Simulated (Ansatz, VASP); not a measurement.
One calculation of Cu, two programs

```xyz
1
Lattice="0.0000 1.7533 1.8075 1.7533 0.0000 1.8075 1.7533 1.7533 0.0000" Properties=species:S:1:pos:R:3 pbc="T T T"
Cu    0.0000    0.0000    0.0000
```

Change from the starting cell: strain -0.030 along x and y, +0.000 along z, atoms carried along.

Alike in both runs: task single point; functional LDA; k mesh 22 × 22 × 22; occupations gaussian, width 0.15 eV; no spin polarisation.

|  | VASP | Ansatz |
| --- | --- | --- |
| version | VASP 6.6.1 | Ansatz 0.2.0 |
| potentials or method | VASP PAW LDA potentials, release 64 (Cu), cutoff 520 eV | scalar-relativistic, plane waves, PAW |
| valence electrons in the cell | 11 | 19 |

Ansatz gave:

| Quantity | Value |
| --- | --- |
| gap on the k mesh at the Fermi level (eV) | none |
| pressure (GPa) | -3.6 |
| traceless stress, the component that is largest in VASP (GPa) | -1.45 |

What did VASP give for the same quantities?

gap on the k mesh at the Fermi level (eV): none; pressure (GPa): -2.8; traceless stress, the component that is largest in VASP (GPa): -1.47.

LDA's correlation is that of Perdew and Zunger in VASP and of Perdew and Wang (1992) in Ansatz. A gap of «none» marks a metal or a gap that the smearing closes. VASP's potentials hold 11 valence electrons a cell and Ansatz's 19, so a difference there can come from the potentials and not from the codes.
